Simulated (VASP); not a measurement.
# Sc (I4/mmm) in VASP: a series of runs

Sc is run at these levels: r2SCAN; tasks: single point.

All numbers are computed with VASP 6.6.1; they aren't measurements. Logs are shortened: lines on timing, memory, paths and dates and some standing lists are left out, and cuts for length are marked.

## 1. The cell of the first run

Symmetry: I4/mmm, No. 139, tetragonal system. Conventional cell: a = 3.211 Å, b = 3.211 Å, c = 4.371 Å, α = 90.00°, β = 90.00°, γ = 90.00°. Sc (site symmetry 4/mmm) has 12 Sc at 3.15 to 3.21 Å within 4.1 Å.

## 2. Single point, r2SCAN (strain -0.0375 x Voigt [1, 0, 0, 0, 0, 0])

Contents of POSCAR:

```
Sc
1.0
    0.0000000000      2.2705000000      2.2705000000
    2.1853562500      0.0000000000      2.2705000000
    2.1853562500      2.2705000000      0.0000000000
Sc
1
Direct
    0.0000000000      0.0000000000      0.0000000000
```

Contents of INCAR.step1:

```
SYSTEM = Sc
ALGO = Normal
EDIFF = 1E-4
ENCUT = 520
GGA = PE
ISMEAR = 0
LASPH = .TRUE.
LCHARG = .FALSE.
LREAL = .FALSE.
LWAVE = .TRUE.
NBANDS = 12
NELM = 60
PREC = Accurate
SIGMA = 0.15
```

Contents of INCAR.step2:

```
SYSTEM = Sc
ALGO = Normal
EDIFF = 1E-6
ENCUT = 520
ISIF = 2
ISMEAR = 0
ISTART = 1
LASPH = .TRUE.
LCHARG = .FALSE.
LMIXTAU = .TRUE.
LREAL = .FALSE.
LWAVE = .FALSE.
METAGGA = R2SCAN
NBANDS = 12
NELM = 60
PREC = Accurate
SIGMA = 0.15
```

Contents of KPOINTS:

```
k-points
0
G
  18 18 18
  0 0 0
```

Potentials or basis: VASP PAW PBE potentials, release 64 (Sc_sv).

Command:

```console
$ cat potpaw_PBE.64/Sc_sv/POTCAR > POTCAR
$ cp INCAR.step1 INCAR
$ mpirun -np 1 vasp_std > vasp.out
$ cp INCAR.step2 INCAR
$ mpirun -np 1 vasp_std > vasp.out
```

OUTCAR:

```text
SYSTEM = Sc
   EDIFF = 1E-6
   ENCUT = 520
   ISIF = 2
   ISMEAR = 0
   ISTART = 1
   LASPH = .TRUE.
   LREAL = .FALSE.
   METAGGA = R2SCAN
   NELM = 60
   PREC = Accurate

 ion  position               nearest neighbor table
   1  0.000  0.000  0.000-

  LATTYP: Found a body centered tetragonal cell.
 ALAT       =     3.2109718934
 C/A-ratio  =     1.3611805538

  Lattice vectors:

 A1 = (  -2.1853562500,   0.0000000000,  -2.2705000000)
 A2 = (  -2.1853562500,   0.0000000000,   2.2705000000)
 A3 = (   2.1853562500,   2.2705000000,   0.0000000000)

Analysis of symmetry for initial positions (statically):
=====================================================================
 Subroutine PRICEL returns:
 Original cell was already a primitive cell.

 Routine SETGRP: Setting up the symmetry group for a
 body centered tetragonal supercell.

 Subroutine GETGRP returns: Found 16 space group operations
 (whereof 16 operations were pure point group operations)
 out of a pool of 16 trial point group operations.

The static configuration has the point symmetry D_4h.

Analysis of symmetry for dynamics (positions and initial velocities):
=====================================================================
 Subroutine PRICEL returns:
 Original cell was already a primitive cell.

 Routine SETGRP: Setting up the symmetry group for a
 body centered tetragonal supercell.

 Subroutine GETGRP returns: Found 16 space group operations
 (whereof 16 operations were pure point group operations)
 out of a pool of 16 trial point group operations.

The dynamic configuration has the point symmetry D_4h.

 Subroutine INISYM returns: Found 16 space group operations
 (whereof 16 operations are pure point group operations),
 and found     1 'primitive' translations

----------------------------------------------------------------------------------------

                                     Primitive cell

  volume of cell :      22.5318

  direct lattice vectors                    reciprocal lattice vectors
     0.000000000  2.270500000  2.270500000    -0.228795648  0.220215811  0.220215811
     2.185356250  0.000000000  2.270500000     0.228795648 -0.220215811  0.220215811
     2.185356250  2.270500000  0.000000000     0.228795648  0.220215811 -0.220215811

  length of vectors
     3.210971893  3.151341332  3.151341332     0.386442047  0.386442047  0.386442047

  position of ions in fractional coordinates (direct lattice)
     0.000000000  0.000000000  0.000000000

  ion indices of the primitive-cell ions
   primitive index   ion index
                 1           1

----------------------------------------------------------------------------------------

 KPOINTS: k-points

Automatic generation of k-mesh.
 Grid dimensions read from file:
 generate k-points for:   18   18   18

 Generating k-lattice:

  Cartesian coordinates                     Fractional coordinates (reciprocal lattice)
    -0.012710869  0.012234212  0.012234212     0.055555556 -0.000000000 -0.000000000
     0.012710869 -0.012234212  0.012234212     0.000000000  0.055555556  0.000000000
     0.012710869  0.012234212 -0.012234212     0.000000000  0.000000000  0.055555556

  Length of vectors
     0.021469003  0.021469003  0.021469003

  Shift w.r.t. Gamma in fractional coordinates (k-lattice)
     0.000000000  0.000000000  0.000000000

 Subroutine IBZKPT returns following result:
 ===========================================

 Found    480 irreducible k-points:

 Following reciprocal coordinates:
            Coordinates               Weight
  0.000000  0.000000  0.000000      1.000000
  0.055556 -0.000000 -0.000000      8.000000
  0.111111 -0.000000 -0.000000      8.000000
  0.166667  0.000000  0.000000      8.000000
  0.222222 -0.000000 -0.000000      8.000000
  0.277778 -0.000000 -0.000000      8.000000
[... 16 lines left out ...]
 -0.277778  0.055556  0.000000     16.000000
 -0.222222  0.055556  0.000000     16.000000
 [... further k-points ...]
   k-points           NKPTS =    480   k-points in BZ     NKDIM =    480   number of bands    NBANDS=     12
   number of dos      NEDOS =    301   number of ions     NIONS =      1
   total plane-waves  NPLWV =  13824
   dimension x,y,z NGX =    24 NGY =   24 NGZ =   24
   dimension x,y,z NGXF=    48 NGYF=   48 NGZF=   48
   ions per type =               1
   NGX,Y,Z   is equivalent  to a cutoff of  12.43, 12.66, 12.66 a.u.
   NGXF,Y,Z  is equivalent  to a cutoff of  24.85, 25.32, 25.32 a.u.
 SYSTEM =  Sc
   PREC   = accura    normal or accurate (medium, high low for compatibility)
   ISTART =      1    job   : 0-new  1-cont  2-samecut
   ICHARG =      0    charge: 1-file 2-atom 10-const
   ISPIN  =      1    spin polarized calculation?
   LNONCOLLINEAR =      F non collinear calculations
   LSORBIT =      F    spin-orbit coupling
   LASPH  =      T    aspherical Exc in radial PAW
   ENCUT  =  520.0 eV  38.22 Ry    6.18 a.u.   5.97  5.86  5.86*2*pi/ulx,y,z
   NELM   =     60;   NELMIN=  2; NELMDL=  0     # of ELM steps
   EDIFF  = 0.1E-05   stopping-criterion for ELM
   LREAL  =      F    real-space projection
   EDIFFG = 0.1E-04   stopping-criterion for IOM
   NSW    =      0    number of steps for IOM
   IBRION =     -1    ionic relax: 0-MD 1-quasi-New 2-CG
   NFREE  =      0    steps in history (QN), initial steepest desc. (CG)
   ISIF   =      2    stress and relaxation
   ISYM   =      2    0-nonsym 1-usesym 2-fastsym
   POTIM  = 0.5000    time-step for ionic-motion
   TEBEG  =    0.0;   TEEND  =   0.0 temperature during run
   PSTRESS=    0.0 pullay stress
   NELECT =      11.0000    total number of electrons
   NUPDOWN=      -1.0000    fix difference up-down
   EMIN   =  10.00;   EMAX   =-10.00  energy-range for DOS
   EFERMI =   0.00;   METHOD = LEGACY
   ISMEAR =     0;   SIGMA  =   0.15  broadening in eV -4-tet -1-fermi 0-gaus
   EFERMI_NEDOS =   21; number of points for ismear=-14 and -15
   IALGO  =     38    algorithm
   IMIX   =      4    mixing-type and parameters
     AMIX     =   0.40;   BMIX     =  1.00
     AMIX_MAG =   1.60;   BMIX_MAG =  1.00
  volume/ion in A,a.u.               =      22.53       152.05
  Fermi-wavevector in a.u.,A,eV,Ry     =   1.289063  2.435975 22.608558  1.661682
  Thomas-Fermi vector in A             =   2.420978
   LORBIT       =      0    0 simple, 1 ext, 2 COOP (PROOUT), +10 PAW based schemes
   METAGGA = R2SCAN    functional components
   LHFCALC =     F    Hartree Fock is set to
   AEXX    =    0.0000 exact exchange contribution
   IVDW    =     0    specifies the selected vdW correction
   LEPSILON=     F    determine dielectric tensor
   LRPA    =     F    only Hartree local field effects (RPA)
 non-spin polarized calculation
 Gauss-broadening in eV      SIGMA  =   0.15
  energy-cutoff  :      520.00
  volume of cell :       22.53
 maximum number of plane-waves:       620
   NGX = 11   NGY = 11   NGZ = 11

 number of electron      11.0000002 magnetization

 Free energy of the ion-electron system (eV)
  ---------------------------------------------------
  ext. energy  EPLUGINS =         0.00000000
  ---------------------------------------------------
  free energy    TOTEN  =       -11.25364738 eV

  energy without entropy =      -11.23402300  energy(sigma->0) =      -11.24383519

 E-fermi :   4.3444     XC(G=0): -11.0035

 val. band max:        4.3413123080   @ k =   0.5000   0.1667   0.0556
 cond. band min:       4.3496973627   @ k =  -0.3889   0.1111   0.1111
 fundamental gap:      0.0083850547
 Fermi energy:         4.3443989162

 k-point     1 :       0.0000    0.0000    0.0000
  band No.  band energies     occupation
      1     -46.9549      2.00000
      2     -24.3355      2.00000
      3     -24.3276      2.00000
      4     -24.3275      2.00000
      5      -1.3949      2.00000
      6       6.1947      0.00000
      7       6.1947      0.00000
      8       6.4383      0.00000
      9       7.7551      0.00000
     10       8.0486      0.00000
     11      17.8179      0.00000
     12      21.6262      0.00000

 k-point     2 :       0.0556   -0.0000   -0.0000
  band No.  band energies     occupation
      1     -46.9522      2.00000
      2     -24.3490      2.00000
      3     -24.3332      2.00000
      4     -24.3301      2.00000
      5      -1.3053      2.00000
      6       6.1523      0.00000
      7       6.2282      0.00000
      8       6.4409      0.00000
      9       7.7325      0.00000
     10       8.0183      0.00000
     11      17.9162      0.00000
     12      21.0566      0.00000

 k-point     3 :       0.1111   -0.0000   -0.0000
  band No.  band energies     occupation
      1     -46.9443      2.00000
      2     -24.3985      2.00000
      3     -24.3389      2.00000
      4     -24.3375      2.00000
      5      -1.0417      2.00000
      6       5.9804      0.00000
      7       6.3124      0.00000
      8       6.4996      0.00000
      9       7.6855      0.00000
     10       7.9445      0.00000
     11      18.1256      0.00000
     12      19.7943      0.00000

 k-point     4 :       0.1667    0.0000    0.0000
  band No.  band energies     occupation
      1     -46.9323      2.00000
      2     -24.4746      2.00000
      3     -24.3487      2.00000
      4     -24.3466      2.00000
      5      -0.6197      2.00000
      6       5.7018      0.00000
      7       6.3952      0.00000
      8       6.5959      0.00000
      9       7.6776      0.00000
     10       7.8807      0.00000
     11      17.9044      0.00000
     12      18.8577      0.00000

 k-point     5 :       0.2222   -0.0000   -0.0000
  band No.  band energies     occupation
      1     -46.9174      2.00000
      2     -24.5669      2.00000
      3     -24.3625      2.00000
      4     -24.3559      2.00000
      5      -0.0670      2.00000
      6       5.3829      0.00000
      7       6.4043      0.00000
      8       6.6467      0.00000
      9       7.7909      0.00000
     10       7.9085      0.00000
     11      16.7351      0.00000
     12      18.6886      0.00000
[... 228 lines left out ...]
      1     -46.8698      2.00000
      2     -24.8416      2.00000
      3     -24.4176      2.00000
      4     -24.3852      2.00000
      5       2.0770      2.00000
      6       4.5949      0.01819
      7       6.0046      0.00000
      8       6.3804      0.00000
      9       8.5585      0.00000
     10       8.9535      0.00000
     11      13.0242      0.00000
     12      17.4104      0.00000

 k-point    22 :      -0.3333    0.0556    0.0000
  band No.  band energies     occupation
      1     -46.8805      2.00000
      2     -24.7794      2.00000
      3     -24.4091      2.00000
      4     -24.3762      2.00000
      5       1.5280      2.00000
      6       4.7314      0.00026
      7       6.1092      0.00000
      8       6.4852      0.00000
      9       8.2545      0.00000
     10       8.7036      0.00000
     11      13.9447      0.00000
     12      17.7589      0.00000

 k-point    23 :      -0.2778    0.0556    0.0000
  band No.  band energies     occupation
      1     -46.8945      2.00000
      2     -24.6972      2.00000
      3     -24.3969      2.00000
      4     -24.3658      2.00000
      5       0.8751      2.00000
      6       4.9522      0.00000
      7       6.2403      0.00000
      8       6.6067      0.00000
      9       7.9380      0.00000
     10       8.4007      0.00000
     11      15.0796      0.00000
     12      18.1747      0.00000

 k-point    24 :      -0.2222    0.0556    0.0000
  band No.  band energies     occupation
      1     -46.9100      2.00000
      2     -24.6044      2.00000
      3     -24.3823      2.00000
      4     -24.3551      2.00000
      5       0.2193      2.00000
      6       5.2367      0.00000
      7       6.3571      0.00000
      8       6.6859      0.00000
      9       7.6955      0.00000
     10       8.1261      0.00000
     11      16.3287      0.00000
     12      18.5230      0.00000

 [... further k-points ...]

------------------------ aborting loop because EDIFF is reached ----------------------------------------

  FORCE on cell =-STRESS in cart. coord.  units (eV):
  Direction    XX          YY          ZZ          XY          YZ          ZX
  --------------------------------------------------------------------------------------
  -------------------------------------------------------------------------------------
  Total        0.9974018      0.9332195      0.9332195      0.0000000      0.0000000     -0.0000000
  in kB       70.9227362     66.3588964     66.3588964      0.0000000      0.0000000     -0.0000000
  external PRESSURE =      67.8801763 kB  Pullay stress =       0.0000000 kB

 VOLUME and BASIS-vectors are now :
 -----------------------------------------------------------------------------
  energy-cutoff  :      520.00
  volume of cell :       22.53
      direct lattice vectors                 reciprocal lattice vectors
     0.000000000  2.270500000  2.270500000    -0.228795648  0.220215811  0.220215811
     2.185356250  0.000000000  2.270500000     0.228795648 -0.220215811  0.220215811
     2.185356250  2.270500000  0.000000000     0.228795648  0.220215811 -0.220215811

 POSITION                                       TOTAL-FORCE (eV/Angst)
 -----------------------------------------------------------------------------------
      0.00000      0.00000      0.00000         0.000000      0.000000     -0.000000
 -----------------------------------------------------------------------------------
    total drift:                                0.000000      0.000000     -0.000000

  FREE ENERGIE OF THE ION-ELECTRON SYSTEM (eV)
  ---------------------------------------------------
  free  energy   TOTEN  =       -11.2536473841 eV

  energy  without entropy=      -11.2340229959  energy(sigma->0) =      -11.24383519
```

Wall time 2.8 min (1 thread of Intel Xeon 6975P-C, shared host); peak memory 0.24 GiB.

Results:

```
Free energy : -11.2536 eV
Pressure    : 6.8 GPa
```

Caveat: the cell differs from its parent crystal (strain -0.0375 x Voigt [1, 0, 0, 0, 0, 0]); the PAW data sets were made with another functional, which shifts forces and pressure a little.

## 3. Single point, r2SCAN (strain +0.0375 x Voigt [1, 0, 0, 0, 0, 0])

Contents of POSCAR:

```
Sc
1.0
    0.0000000000      2.2705000000      2.2705000000
    2.3556437500      0.0000000000      2.2705000000
    2.3556437500      2.2705000000      0.0000000000
Sc
1
Direct
    0.0000000000      0.0000000000      0.0000000000
```

Contents of INCAR.step1:

```
  PREC = Accurate
  ENCUT = 520
  ISMEAR = 0
  SIGMA = 0.15
  LREAL = F
  LASPH = T
  NELM = 100
  NBANDS = 12
  GGA = PE
  ALGO = Normal
  EDIFF = 1E-4
  LWAVE = T
  LCHARG = F
```

Contents of INCAR.step2:

```
  PREC = Accurate
  ENCUT = 520
  EDIFF = 1E-7
  ISMEAR = 0
  SIGMA = 0.15
  LREAL = F
  LASPH = T
  NELM = 100
  ALGO = Normal
  ISIF = 2
  LWAVE = F
  LCHARG = F
  METAGGA = R2SCAN
  LMIXTAU = T
  NBANDS = 12
  ISTART = 1
```

Contents of KPOINTS:

```
Automatic mesh
0
Gamma
  18 18 18
```

Potentials or basis: VASP PAW PBE potentials, release 64 (Sc_sv).

Command:

```console
$ cat potpaw_PBE.64/Sc_sv/POTCAR > POTCAR
$ cp INCAR.step1 INCAR
$ mpirun -np 1 vasp_std > vasp.out
$ cp INCAR.step2 INCAR
$ mpirun -np 1 vasp_std > vasp.out
```

Wall time 4.8 min (1 thread of Intel Xeon 6975P-C, shared host); peak memory 0.25 GiB.

It converged, with:

* Free energy: -11.3015 eV
* Pressure: 2.0 GPa

Stress tensor (GPa, compression positive):
```
1.64 0.00 0.00
0.00 2.23 0.00
0.00 0.00 2.23
```

Levels at points of the mesh, in eV from the Fermi level:
| k point | band 3 | band 4 | band 5 | band 6 | band 7 | band 8 |
| --- | --- | --- | --- | --- | --- | --- |
| (0.00, 0.00, 0.00) | -28.94 | -28.93 | -5.60 | 1.67 | 1.90 | 1.90 |
| (0.50, 0.00, 0.00) | -29.00 | -28.99 | -1.85 | 0.08 | 1.57 | 1.83 |
| (0.50, 0.50, 0.00) | -29.12 | -29.07 | -1.60 | -0.64 | 2.13 | 4.22 |
| (0.00, 0.50, 0.50) | -29.08 | -29.08 | -1.64 | -0.53 | 1.54 | 4.24 |

Caveat: the cell differs from its parent crystal (strain +0.0375 x Voigt [1, 0, 0, 0, 0, 0]); the PAW data sets were made with another functional, which shifts forces and pressure a little.

## 4. Single point, r2SCAN (strain +0.0750 x Voigt [1, 0, 0, 0, 0, 0])

Contents of POSCAR:

```
Sc
1.0
    0.0000000000      2.2705000000      2.2705000000
    2.4407875000      0.0000000000      2.2705000000
    2.4407875000      2.2705000000      0.0000000000
Sc
1
Direct
    0.0000000000      0.0000000000      0.0000000000
```

Contents of INCAR.step1:

```
PREC = Accurate
ENCUT = 520
ISMEAR = 0
SIGMA = 0.15
LREAL = False
LASPH = True
NELM = 80
NBANDS = 12
GGA = PE
ALGO = Normal
EDIFF = 1E-4
LWAVE = True
LCHARG = False
```

Contents of INCAR.step2:

```
PREC = Accurate
ENCUT = 520
EDIFF = 1E-7
ISMEAR = 0
SIGMA = 0.15
LREAL = False
LASPH = True
NELM = 80
ALGO = Normal
ISIF = 2
LWAVE = False
LCHARG = False
METAGGA = R2SCAN
LMIXTAU = True
NBANDS = 12
ISTART = 1
```

Contents of KPOINTS:

```
regular mesh
0
Gamma
  18 18 18
```

Command:

```console
$ cat potpaw_PBE.64/Sc_sv/POTCAR > POTCAR
$ cp INCAR.step1 INCAR
$ mpirun -np 1 vasp_std > vasp.out
$ cp INCAR.step2 INCAR
$ mpirun -np 1 vasp_std > vasp.out
```

Run time: 6.9 min. Hardware: 1 thread of Intel Xeon 6975P-C, shared host; peak memory 0.27 GiB.

It converged, with:

| Quantity | Value |
| --- | --- |
| Free energy | -11.3039 eV |
| Pressure | 0.0 GPa |

Stress tensor (GPa, compression positive):
```
-0.85  0.00  0.00
 0.00  0.45  0.00
 0.00  0.00  0.45
```

Levels at points of the mesh, in eV from the Fermi level:
```
           k point  band 2  band 3  band 4  band 5  band 6  band 7  band 8  band 9
(0.00, 0.00, 0.00)  -29.08  -29.08  -29.06   -5.52    1.48    1.93    1.93    2.89
(0.50, 0.00, 0.00)  -29.46  -29.13  -29.11   -1.80    0.03    1.42    1.89    3.94
(0.50, 0.50, 0.00)  -29.44  -29.26  -29.17   -1.52   -0.60    2.19    4.02    4.07
(0.00, 0.50, 0.50)  -29.40  -29.19  -29.19   -1.59   -0.42    1.09    4.07    4.25
```

Caveat: the cell differs from its parent crystal (strain +0.0750 x Voigt [1, 0, 0, 0, 0, 0]); the PAW data sets were made with another functional, which shifts forces and pressure a little.

## 5. The runs side by side

| cell | gap on the mesh (eV) | pressure (GPa) |
| --- | --- | --- |
| a = 3.211, b = 3.151, c = 3.151 Å, angles 61.3, 59.4, 59.4°, 1 atom | none | 6.8 |
| a = 3.211, b = 3.272, c = 3.272 Å, angles 58.8, 60.6, 60.6°, 1 atom | none | 2.0 |
| a = 3.211, b = 3.334, c = 3.334 Å, angles 57.6, 61.2, 61.2°, 1 atom | none | 0.0 |

Alike in all rows: task single point; level r2SCAN; potentials or basis VASP PAW PBE potentials, release 64 (Sc_sv); no spin polarisation; k mesh 18 × 18 × 18; cutoff (eV) 520; smearing gaussian 0.15 eV.

Caveats: the PAW data sets were made with another functional, which shifts forces and pressure a little.

Absolute energies hang on the potentials; compare differences alone.
